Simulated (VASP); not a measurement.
Here is a VASP 6.6.1 calculation.

The input INCAR:

```
SYSTEM = KI
PREC     = Accurate       ! precision mode
ENCUT    = 520            ! plane-wave cutoff, eV
EDIFF    = 1E-6           ! SCF threshold, eV
ISMEAR   = 0              ! smearing method
SIGMA    = 0.05           ! smearing width, eV
LREAL    = .False.        ! projectors in reciprocal space
LASPH    = .True.         ! aspherical terms in the spheres
NELM     = 150            ! most SCF steps
ALGO     = Normal         ! electronic algorithm
ISIF     = 2              ! what is computed and relaxed
LWAVE    = .False.        ! write WAVECAR
LCHARG   = .True.         ! write CHGCAR
MAGMOM   = 0 0 0 0 0 0    ! initial moments
LORBIT   = 11             ! projections on sites
LSORBIT  = .True.         ! spin-orbit coupling
GGA_COMPAT= .False.      
LORBMOM  = .True.       
GGA      = PE             ! functional
LVHAR    = .True.       
NBANDS   = 28             ! bands
```

KPOINTS

```
regular mesh
0
Gamma
  6 6 6
  0 0 0
```

The input POSCAR:

```
KI
1.0
    0.0000000000      3.5823396247      3.5823396247
    3.5823396247      0.0000000000      3.5823396247
    3.5823396247      3.5823396247      0.0000000000
K I
1 1
Direct
    0.0000000000      0.0000000000      0.0000000000
    0.5000000000      0.5000000000      0.5000000000
```

Potentials or basis: VASP PAW PBE potentials, release 64 (K_sv, I).

Launch:

```bash
$ cat potpaw_PBE.64/K_sv/POTCAR potpaw_PBE.64/I/POTCAR > POTCAR
$ mpirun -np 1 vasp_ncl > vasp.out
```

Task: Predict the pressure.

Result: 0.1 GPa.

Task: What does it give for the net moment?

Result: 0.00 μB per cell.

Moments on the atoms (μB; x, y, z):
```
K   0.00 0.00 0.00
I   0.00 0.00 0.00
```
